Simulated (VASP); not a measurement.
# H24CO11 in VASP: single point with PBE+D3(BJ)

Aim: the single point of H24CO11 with PBE+D3(BJ).

Everything below comes from runs of VASP 6.6.1. Logs are shortened: lines on timing, memory, paths and dates and some standing lists are left out, and cuts for length are marked.

## (1) The cell of the first run

The cell holds a disordered packing, 36 atoms: a = 6.913 Å, b = 6.913 Å, c = 6.913 Å, α = 90.00°, β = 90.00°, γ = 90.00°.

## (2) Single point, PBE+D3(BJ)

Contents of INCAR:

```
  PREC = Accurate
  ENCUT = 1000
  EDIFF = 1E-6
  ISMEAR = -1
  SIGMA = 0.05
  LREAL = Auto
  LASPH = True
  NELM = 120
  ALGO = Normal
  ISIF = 2
  LWAVE = False
  LCHARG = True
  GGA = PE
  IVDW = 12
  LELF = True
  LVHAR = True
  NBANDS = 71
  GGA_COMPAT = False
```

Contents of KPOINTS:

```
regular mesh
0
Gamma
  1 1 1
```

Contents of POSCAR:

```
H24CO11
1.0
    6.9125170000      0.0000000000      0.0000000000
    0.0000000000      6.9125170000      0.0000000000
    0.0000000000      0.0000000000      6.9125170000
O H C
11 24 1
Direct
    0.3301131784      0.5563775096      0.2572153883
    0.8764542854      0.2165753411      0.7947404369
    0.7086984295      0.6256202513      0.4868913681
    0.8701372026      0.1583356476      0.1849524805
    0.2712641923      0.8168750187      0.7521799222
    0.5629309728      0.8819363725      0.1591018598
    0.1524085296      0.1043914837      0.4963169387
    0.0831499833      0.8216880998      0.1014377449
    0.8218260373      0.5870583643      0.8716396864
    0.5695937908      0.0478596486      0.5666168898
    0.2371431809      0.4546611139      0.8991631901
    0.2928835274      0.4975544370      0.1295987910
    0.4401790432      0.6388138848      0.2212748770
    0.8775449102      0.3600059017      0.8147052357
    0.9905637575      0.1908734029      0.7143045884
    0.6741067739      0.7474410875      0.4226129027
    0.5848041497      0.5590294430      0.4958639229
    0.8854204619      0.1821859185      0.0428009819
    0.8043151999      0.2724706735      0.2354294785
    0.1946951849      0.8779358315      0.6488325851
    0.2123967439      0.8632677953      0.8741931536
    0.4504082422      0.9584675685      0.1959909251
    0.6714343343      0.9733318081      0.1747508427
    0.0893876479      0.1580671618      0.3812678097
    0.2890663721      0.1423670065      0.4932655568
    0.0245361378      0.9186534690      0.1855836919
    0.1576008108      0.7314802722      0.1864857180
    0.7939753056      0.6437878038      0.7439973015
    0.9026408074      0.6774780889      0.9456885914
    0.6711347684      0.1083095747      0.6475133608
    0.5071834982     -0.0458036796      0.6543452404
    0.4060599437      0.2121787322      0.8693791550
    0.2296559839      0.5832854046      0.8349136285
    0.3999085994      0.3651863127      0.6616192534
    0.5384829994      0.4365518427      0.8685978676
    0.4050813137      0.3638228072      0.8209711345
```

Potentials or basis: VASP PAW PBE potentials, release 64 (O_h, H_h, C_h).

Run with:

```
> cat potpaw_PBE.64/O_h/POTCAR potpaw_PBE.64/H_h/POTCAR potpaw_PBE.64/C_h/POTCAR > POTCAR
> mpirun -np 1 vasp_gam > vasp.out
```

OUTCAR:

```text
PREC = Accurate
   ENCUT = 1000
   EDIFF = 1E-6
   ISMEAR = -1
   LREAL = Auto
   LASPH = True
   NELM = 120
   ISIF = 2
   GGA = PE
   IVDW = 12
 IVDW          = 12

 ion  position               nearest neighbor table
   1  0.330  0.556  0.257-  13 0.98  12 1.00
   2  0.876  0.217  0.795-  15 0.98  14 1.00
   3  0.709  0.626  0.487-  17 0.97  16 0.98
   4  0.870  0.158  0.185-  19 0.98  18 1.00
   5  0.271  0.817  0.752-  20 0.98  21 0.99
   6  0.563  0.882  0.159-  22 0.97  23 0.99
   7  0.152  0.104  0.496-  24 0.98  25 0.98
   8  0.083  0.822  0.101-  26 0.98  27 1.00
   9  0.822  0.587  0.872-  29 0.98  28 0.98
  10  0.570  0.048  0.567-  31 0.99  30 0.99
  11  0.237  0.455  0.899-  33 1.00  36 1.43
  12  0.293  0.498  0.130-   1 1.00
  13  0.440  0.639  0.221-   1 0.98
  14  0.878  0.360  0.815-   2 1.00
  15  0.991  0.191  0.714-   2 0.98
  16  0.674  0.747  0.423-   3 0.98
  17  0.585  0.559  0.496-   3 0.97
[... 16 lines left out ...]
  34  0.400  0.365  0.662-  36 1.10
  35  0.538  0.437  0.869-  36 1.10
  36  0.405  0.364  0.821-  32 1.10  35 1.10  34 1.10  11 1.43

  LATTYP: Found a simple cubic cell.
 ALAT       =     6.9125170000

  Lattice vectors:

 A1 = (   6.9125170000,   0.0000000000,   0.0000000000)
 A2 = (   0.0000000000,   6.9125170000,   0.0000000000)
 A3 = (   0.0000000000,   0.0000000000,   6.9125170000)

Analysis of symmetry for initial positions (statically):
=====================================================================
 Subroutine PRICEL returns:
 Original cell was already a primitive cell.

 Routine SETGRP: Setting up the symmetry group for a
 simple cubic supercell.

 Subroutine GETGRP returns: Found  1 space group operations
 (whereof  1 operations were pure point group operations)
 out of a pool of 48 trial point group operations.

The static configuration has the point symmetry C_1 .

Analysis of symmetry for dynamics (positions and initial velocities):
=====================================================================
 Subroutine PRICEL returns:
 Original cell was already a primitive cell.

 Routine SETGRP: Setting up the symmetry group for a
 simple cubic supercell.

 Subroutine GETGRP returns: Found  1 space group operations
 (whereof  1 operations were pure point group operations)
 out of a pool of 48 trial point group operations.

The dynamic configuration has the point symmetry C_1 .

 Subroutine INISYM returns: Found  1 space group operations
 (whereof  1 operations are pure point group operations),
 and found     1 'primitive' translations

----------------------------------------------------------------------------------------

                                     Primitive cell

  volume of cell :     330.3000

  direct lattice vectors                    reciprocal lattice vectors
     6.912517000  0.000000000  0.000000000     0.144665105  0.000000000  0.000000000
     0.000000000  6.912517000  0.000000000     0.000000000  0.144665105  0.000000000
     0.000000000  0.000000000  6.912517000     0.000000000  0.000000000  0.144665105

  length of vectors
     6.912517000  6.912517000  6.912517000     0.144665105  0.144665105  0.144665105

  position of ions in fractional coordinates (direct lattice)
     0.330113178  0.556377510  0.257215388
     0.876454285  0.216575341  0.794740437
     0.708698429  0.625620251  0.486891368
     0.870137203  0.158335648  0.184952481
     0.271264192  0.816875019  0.752179922
     0.562930973  0.881936373  0.159101860
[... 28 lines left out ...]
     0.538482999  0.436551843  0.868597868
     0.405081314  0.363822807  0.820971134

  ion indices of the primitive-cell ions
   primitive index   ion index
                 1           1
                 2           2
                 3           3
                 4           4
                 5           5
                 6           6
[... 28 lines left out ...]
                35          35
                36          36

----------------------------------------------------------------------------------------

 KPOINTS: regular mesh

Automatic generation of k-mesh.
 Grid dimensions read from file:
 generate k-points for:    1    1    1

 Generating k-lattice:

  Cartesian coordinates                     Fractional coordinates (reciprocal lattice)
     0.144665105  0.000000000  0.000000000     1.000000000  0.000000000  0.000000000
     0.000000000  0.144665105  0.000000000     0.000000000  1.000000000  0.000000000
     0.000000000  0.000000000  0.144665105     0.000000000  0.000000000  1.000000000

  Length of vectors
     0.144665105  0.144665105  0.144665105

  Shift w.r.t. Gamma in fractional coordinates (k-lattice)
     0.000000000  0.000000000  0.000000000

 Subroutine IBZKPT returns following result:
 ===========================================

 Found      1 irreducible k-points:

 Following reciprocal coordinates:
            Coordinates               Weight
  0.000000  0.000000  0.000000      1.000000
   k-points           NKPTS =      1   k-points in BZ     NKDIM =      1   number of bands    NBANDS=     71
   number of dos      NEDOS =    301   number of ions     NIONS =     36
   total plane-waves  NPLWV = 373248
   dimension x,y,z NGX =    72 NGY =   72 NGZ =   72
   dimension x,y,z NGXF=   144 NGYF=  144 NGZF=  144
   ions per type =              11  24   1
   NGX,Y,Z   is equivalent  to a cutoff of  17.32, 17.32, 17.32 a.u.
   NGXF,Y,Z  is equivalent  to a cutoff of  34.63, 34.63, 34.63 a.u.
 SYSTEM =  unknown system
   PREC   = accura    normal or accurate (medium, high low for compatibility)
   ISTART =      0    job   : 0-new  1-cont  2-samecut
   ICHARG =      2    charge: 1-file 2-atom 10-const
   ISPIN  =      1    spin polarized calculation?
   LNONCOLLINEAR =      F non collinear calculations
   LSORBIT =      F    spin-orbit coupling
   LASPH  =      T    aspherical Exc in radial PAW
   ENCUT  = 1000.0 eV  73.50 Ry    8.57 a.u.  17.82 17.82 17.82*2*pi/ulx,y,z
   NELM   =    120;   NELMIN=  2; NELMDL= -5     # of ELM steps
   EDIFF  = 0.1E-05   stopping-criterion for ELM
   LREAL  =      T    real-space projection
   EDIFFG = 0.1E-04   stopping-criterion for IOM
   NSW    =      0    number of steps for IOM
[... 5 lines left out ...]
   TEBEG  =    0.0;   TEEND  =   0.0 temperature during run
   PSTRESS=    0.0 pullay stress
   NELECT =      94.0000    total number of electrons
   NUPDOWN=      -1.0000    fix difference up-down
   EMIN   =  10.00;   EMAX   =-10.00  energy-range for DOS
   EFERMI =   0.00;   METHOD = LEGACY
   ISMEAR =    -1;   SIGMA  =   0.05  broadening in eV -4-tet -1-fermi 0-gaus
   EFERMI_NEDOS =   21; number of points for ismear=-14 and -15
   IALGO  =     38    algorithm
   IMIX   =      4    mixing-type and parameters
     AMIX     =   0.40;   BMIX     =  1.00
     AMIX_MAG =   1.60;   BMIX_MAG =  1.00
  volume/ion in A,a.u.               =       9.18        61.92
  Fermi-wavevector in a.u.,A,eV,Ry     =   1.076832  2.034917 15.776865  1.159567
  Thomas-Fermi vector in A             =   2.212727
   LORBIT       =      0    0 simple, 1 ext, 2 COOP (PROOUT), +10 PAW based schemes
   GGA     = PE    functional components
   LHFCALC =     F    Hartree Fock is set to
   AEXX    =    0.0000 exact exchange contribution
   IVDW    =    12    specifies the selected vdW correction
   LEPSILON=     F    determine dielectric tensor
   LRPA    =     F    only Hartree local field effects (RPA)
 non-spin polarized calculation
  energy-cutoff  :     1000.00
  volume of cell :      330.30
 maximum number of plane-waves:     11852
 NGX is ok and might be reduce to    70
   NGX = 35   NGY = 35   NGZ = 35

 number of electron      93.9999999 magnetization

 Free energy of the ion-electron system (eV)
  ---------------------------------------------------
  ext. energy  EPLUGINS =         0.00000000
  ---------------------------------------------------
  free energy    TOTEN  =      -177.22838907 eV

  energy without entropy =     -177.22838907  energy(sigma->0) =     -177.22838907

 E-fermi :  -1.2660     XC(G=0):  -7.1657

 val. band max:       -2.5557150839   @ k =   0.0000   0.0000   0.0000
 cond. band min:       1.7522081966   @ k =   0.0000   0.0000   0.0000
 fundamental gap:      4.3079232806
 Fermi energy:        -1.2659843897

 k-point     1 :       0.0000    0.0000    0.0000
  band No.  band energies     occupation
      1     -22.1941      2.00000
      2     -21.9380      2.00000
      3     -21.8423      2.00000
      4     -21.5885      2.00000
      5     -21.5229      2.00000
      6     -21.4265      2.00000
[... 51 lines left out ...]
     58       6.9219      0.00000
     59       7.0327      0.00000
 [bands above 59 left out]

------------------------ aborting loop because EDIFF is reached ----------------------------------------

 Edisp (eV)   -1.35990

 E8    (eV) :    -0.2818

  FORCE on cell =-STRESS in cart. coord.  units (eV):
  Direction    XX          YY          ZZ          XY          YZ          ZX
  --------------------------------------------------------------------------------------
  -------------------------------------------------------------------------------------
  Total       0.00279     0.52776    -0.83503    -0.82547     0.95569    -0.78431
  in kB       0.01354     2.56001    -4.05048    -4.00409     4.63572    -3.80444
  external pressure =       -0.49 kB  Pullay stress =        0.00 kB

 VOLUME and BASIS-vectors are now :
 -----------------------------------------------------------------------------
  energy-cutoff  :     1000.00
  volume of cell :      330.30
      direct lattice vectors                 reciprocal lattice vectors
     6.912517000  0.000000000  0.000000000     0.144665105  0.000000000  0.000000000
     0.000000000  6.912517000  0.000000000     0.000000000  0.144665105  0.000000000
     0.000000000  0.000000000  6.912517000     0.000000000  0.000000000  0.144665105

 POSITION                                       TOTAL-FORCE (eV/Angst)
 -----------------------------------------------------------------------------------
      2.28191      3.84597      1.77801        -0.003298      0.036229     -0.008665
      6.05851      1.49708      5.49366         0.047013     -0.088013     -0.014138
      4.89889      4.32461      3.36564        -0.044194      0.060804     -0.014091
      6.01484      1.09450      1.27849        -0.067357      0.119436      0.060305
      1.87512      5.64666      5.19946        -0.156066      0.164339     -0.011445
      3.89127      6.09640      1.09979        -0.206748      0.161342      0.031567
[... 28 lines left out ...]
      3.72227      3.01767      6.00420        -0.049534     -0.045615      0.012750
      2.80013      2.51493      5.67498         0.029621     -0.064674      0.036316
 -----------------------------------------------------------------------------------
    total drift:                                0.000394     -0.002815      0.001400

  FREE ENERGIE OF THE ION-ELECTRON SYSTEM (eV)
  ---------------------------------------------------
  free  energy   TOTEN  =      -178.5882852480 eV

  energy  without entropy=     -178.5882852480  energy(sigma->0) =     -178.58828525
```

It took 53 s on 1 thread of AMD EPYC 9R45 (Zen 5), shared host; peak memory 0.67 GiB.

What came out:

- Free energy: -178.5883 eV
- Pressure: 0.0 GPa
- Largest force: 0.351 eV/Å
- Band gap on the k mesh: 4.31 eV
- Dispersion energy per atom: -0.038 eV

Forces in eV/Å, atoms in the order of the input:
```
O   -0.003  0.036 -0.009
O    0.047 -0.088 -0.014
O   -0.044  0.061 -0.014
O   -0.067  0.119  0.060
O   -0.156  0.164 -0.011
O   -0.207  0.161  0.032
O    0.021  0.021 -0.058
O   -0.017  0.019  0.126
O    0.048  0.059 -0.006
O    0.082 -0.194  0.280
O    0.058 -0.002 -0.072
H    0.026  0.013  0.022
H    0.009 -0.008  0.010
H   -0.043  0.102  0.016
H    0.002 -0.020 -0.002
H    0.043 -0.054  0.041
H    0.021 -0.008 -0.020
H    0.012 -0.002 -0.082
H    0.089 -0.085 -0.024
H    0.075 -0.065  0.095
H    0.071 -0.066 -0.042
H    0.207 -0.107  0.002
H   -0.026 -0.016 -0.006
H   -0.022 -0.025  0.005
H   -0.019 -0.002  0.015
H   -0.026 -0.033 -0.085
H   -0.023  0.009 -0.049
H   -0.017 -0.021  0.009
H   -0.027 -0.059 -0.022
H   -0.084  0.002 -0.101
H    0.031  0.181 -0.163
H   -0.033  0.090 -0.033
H    0.013 -0.074  0.011
H   -0.020  0.004  0.043
H   -0.050 -0.046  0.013
C    0.030 -0.065  0.036
```

Stress tensor (GPa, compression positive):
```
 0.00 -0.40 -0.38
-0.40  0.26  0.46
-0.38  0.46 -0.41
```

Caveat: the k points lie up to 0.91 Å⁻¹ apart.
